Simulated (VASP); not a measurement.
# KI (Pm-3m) in VASP: further runs, part 2 of 2

VASP 6.6.1. The steps go on from the part before.

## (5) Single point, HF

File POSCAR:

```
KI
1.0
    4.2909468193      0.0000000000      0.0000000000
    0.0000000000      4.2909468193      0.0000000000
    0.0000000000      0.0000000000      4.2909468193
K I
1 1
Direct
    0.0000000000      0.0000000000      0.0000000000
    0.5000000000      0.5000000000      0.5000000000
```

File INCAR.step1:

```
SYSTEM = KI
  PREC = Accurate
  ENCUT = 520
  EDIFF = 1E-5
  ISMEAR = 0
  SIGMA = 0.01
  LREAL = .False.
  LASPH = .True.
  NELM = 80
  ALGO = Normal
  ISIF = 2
  LWAVE = .True.
  LCHARG = .False.
  NBANDS = 15
  GGA = PE
```

File INCAR.step2:

```
SYSTEM = KI
  PREC = Accurate
  ENCUT = 520
  EDIFF = 1E-6
  ISMEAR = 0
  SIGMA = 0.01
  LREAL = .False.
  LASPH = .True.
  NELM = 80
  ALGO = Normal
  ISIF = 2
  LWAVE = .False.
  LCHARG = .False.
  GGA = PE
  LHFCALC = .True.
  AEXX = 1.0
  ALDAC = 0.0
  AGGAC = 0.0
  PRECFOCK = Normal
  NBANDS = 15
  ISTART = 1
```

File KPOINTS:

```
regular mesh
0
Gamma
  4 4 4
  0 0 0
```

Potentials or basis: VASP PAW PBE potentials, release 64 (K_sv, I).

The run is started by

```console
cat potpaw_PBE.64/K_sv/POTCAR potpaw_PBE.64/I/POTCAR > POTCAR
cp INCAR.step1 INCAR
mpirun -np 1 vasp_std > vasp.out
cp INCAR.step2 INCAR
mpirun -np 1 vasp_std > vasp.out
```

OUTCAR:

```text
SYSTEM = KI
   PREC = Accurate
   ENCUT = 520
   EDIFF = 1E-6
   ISMEAR = 0
   LREAL = .False.
   LASPH = .True.
   NELM = 80
   ISIF = 2
   GGA = PE
   LHFCALC = .True.
   AEXX = 1.0
   PRECFOCK = Normal
   ISTART = 1

 ion  position               nearest neighbor table
   1  0.000  0.000  0.000-
   2  0.500  0.500  0.500-

  LATTYP: Found a simple cubic cell.
 ALAT       =     4.2909468193

  Lattice vectors:

 A1 = (   4.2909468193,   0.0000000000,   0.0000000000)
 A2 = (   0.0000000000,   4.2909468193,   0.0000000000)
 A3 = (   0.0000000000,   0.0000000000,   4.2909468193)

Analysis of symmetry for initial positions (statically):
=====================================================================
 Subroutine PRICEL returns:
 Original cell was already a primitive cell.

 Routine SETGRP: Setting up the symmetry group for a
 simple cubic supercell.

 Subroutine GETGRP returns: Found 48 space group operations
 (whereof 48 operations were pure point group operations)
 out of a pool of 48 trial point group operations.

[... 166 lines left out ...]
      2     -19.1127      2.00000
      3     -19.1127      2.00000
      4     -19.1127      2.00000
      5     -17.1505      2.00000
      6      -2.7270      2.00000
      7      -2.7270      2.00000
      8      -2.7270      2.00000
      9       8.1472      0.00000
     10       9.6605      0.00000
     11       9.6605      0.00000
     12      14.8444      0.00000
     13      14.8444      0.00000
     14      14.8444      0.00000
[... 149 lines left out ...]
      2     -19.1735      2.00000
      3     -19.1735      2.00000
      4     -19.1735      2.00000
      5     -16.3374      2.00000
      6      -4.4240      2.00000
      7      -4.4240      2.00000
      8      -4.4240      2.00000
      9      10.3973      0.00000
     10      10.3973      0.00000
     11      10.3973      0.00000
     12      14.9993      0.00000
     13      15.6023      0.00000
     14      15.6023      0.00000
     15      15.6023      0.00000

------------------------ aborting loop because EDIFF is reached ----------------------------------------

  FORCE on cell =-STRESS in cart. coord.  units (eV):
  Direction    XX          YY          ZZ          XY          YZ          ZX
  --------------------------------------------------------------------------------------
  -------------------------------------------------------------------------------------
  Total        1.0304051      1.0304051      1.0304051      0.0000000     -0.0000000      0.0000000
  in kB       20.8958092     20.8958092     20.8958092      0.0000000     -0.0000000      0.0000000
  external PRESSURE =      20.8958092 kB  Pullay stress =       0.0000000 kB

 VOLUME and BASIS-vectors are now :
 -----------------------------------------------------------------------------
  energy-cutoff  :      520.00
  volume of cell :       79.01
      direct lattice vectors                 reciprocal lattice vectors
     4.290946819  0.000000000  0.000000000     0.233048798  0.000000000  0.000000000
     0.000000000  4.290946819  0.000000000     0.000000000  0.233048798  0.000000000
     0.000000000  0.000000000  4.290946819     0.000000000  0.000000000  0.233048798

 POSITION                                       TOTAL-FORCE (eV/Angst)
 -----------------------------------------------------------------------------------
      0.00000      0.00000      0.00000         0.000000      0.000000      0.000000
      2.14547      2.14547      2.14547         0.000000      0.000000      0.000000
 -----------------------------------------------------------------------------------
    total drift:                                0.000000      0.000000      0.000000

  FREE ENERGIE OF THE ION-ELECTRON SYSTEM (eV)
  ---------------------------------------------------
  free  energy   TOTEN  =       -10.1306773423 eV

  energy  without entropy=      -10.1306773423  energy(sigma->0) =      -10.13067734
```

OUTCAR.step1:

```text
SYSTEM = KI
   PREC = Accurate
   ENCUT = 520
   EDIFF = 1E-5
   ISMEAR = 0
   LREAL = .False.
   LASPH = .True.
[... 385 lines left out ...]
      0.00000      0.00000      0.00000         0.000000      0.000000      0.000000
      2.14547      2.14547      2.14547         0.000000      0.000000      0.000000
 -----------------------------------------------------------------------------------
    total drift:                                0.000000      0.000000     -0.000000

  FREE ENERGIE OF THE ION-ELECTRON SYSTEM (eV)
  ---------------------------------------------------
  free  energy   TOTEN  =        -5.4123513689 eV

  energy  without entropy=       -5.4123513689  energy(sigma->0) =       -5.41235137
```

OSZICAR.step1:

```text
N       E                     dE             d eps       ncg     rms          rms(c)
DAV:   1     0.915164113995E+02    0.91516E+02   -0.64668E+03   300   0.906E+02
DAV:   2     0.126813505885E+00   -0.91390E+02   -0.85400E+02   391   0.219E+02
DAV:   3    -0.527111153404E+01   -0.53979E+01   -0.53705E+01   442   0.466E+01
DAV:   4    -0.552124384496E+01   -0.25013E+00   -0.25009E+00   458   0.865E+00
DAV:   5    -0.552326425719E+01   -0.20204E-02   -0.20204E-02   426   0.899E-01    0.268E+00
DAV:   6    -0.542966149136E+01    0.93603E-01   -0.67933E-02   391   0.175E+00    0.193E+00
DAV:   7    -0.540955103603E+01    0.20110E-01   -0.91743E-02   384   0.174E+00    0.744E-01
DAV:   8    -0.541213038817E+01   -0.25794E-02   -0.13462E-02   358   0.749E-01    0.151E-01
DAV:   9    -0.541227344355E+01   -0.14306E-03   -0.50287E-04   419   0.150E-01    0.724E-02
DAV:  10    -0.541233523263E+01   -0.61789E-04   -0.83227E-05   394   0.585E-02    0.151E-02
DAV:  11    -0.541235183015E+01   -0.16598E-04   -0.24848E-05   368   0.322E-02    0.172E-02
DAV:  12    -0.541235136893E+01    0.46122E-06   -0.67021E-07   290   0.647E-03
   1 F= -.54123514E+01 E0= -.54123514E+01  d E =-.330757E-33
```

It took 6.6 min on 1 thread of Intel Xeon Platinum 8259CL at 2.50GHz (Skylake/Cascade Lake), shared host; peak memory 0.19 GiB.

What came out:

```yaml
Free_energy: -10.1307 eV
Pressure: 2.1 GPa
Band_gap_on_the_k_mesh: 10.39 eV (least direct gap 10.85 eV)
```

Caveat: the structure was generated, so it needn't be the stable form of KI; the PAW data sets were made with another functional, which shifts forces and pressure a little; spin-orbit coupling is left out, which moves the levels of the heavy elements. A k mesh can miss the band edges.

## (6) Summary

| level | spin | k mesh | grid for exact exchange (PRECFOCK) | share of exact exchange | screening parameter | gap on the mesh (eV) | pressure (GPa) |
| --- | --- | --- | --- | --- | --- | --- | --- |
| PBE | non-collinear, zero start, SOC | 6 × 6 × 6 | - | - | - | - | 0.5 |
| HSE06 | off | 4 × 4 × 4 | Normal | 0.25 | 0.2079 1/Å | 4.30 | 0.3 |
| PBE0 | off | 4 × 4 × 4 | Normal | 0.25 | - | 5.00 | 0.2 |
| HF | off | 4 × 4 × 4 | Normal | 1 | - | 10.39 | 2.1 |

Alike in all rows: task single point; potentials or basis VASP PAW PBE potentials, release 64 (K_sv, I); cell as given; cutoff (eV) 520; smearing gaussian 0.01 eV.

On the cell as given the gap runs from 4.30 eV (HSE06) to 10.39 eV (HF). The pressure there spans 0.2 GPa (PBE0) to 2.1 GPa (HF); a positive pressure means that this level wants a larger cell, a negative one a smaller.

Caveats: the structure was generated, so it needn't be the stable form of KI; the PAW data sets were made with another functional, which shifts forces and pressure a little (at least some runs); spin-orbit coupling is left out, which moves the levels of the heavy elements (at least some runs).

Absolute energies hang on the potentials; compare differences alone.
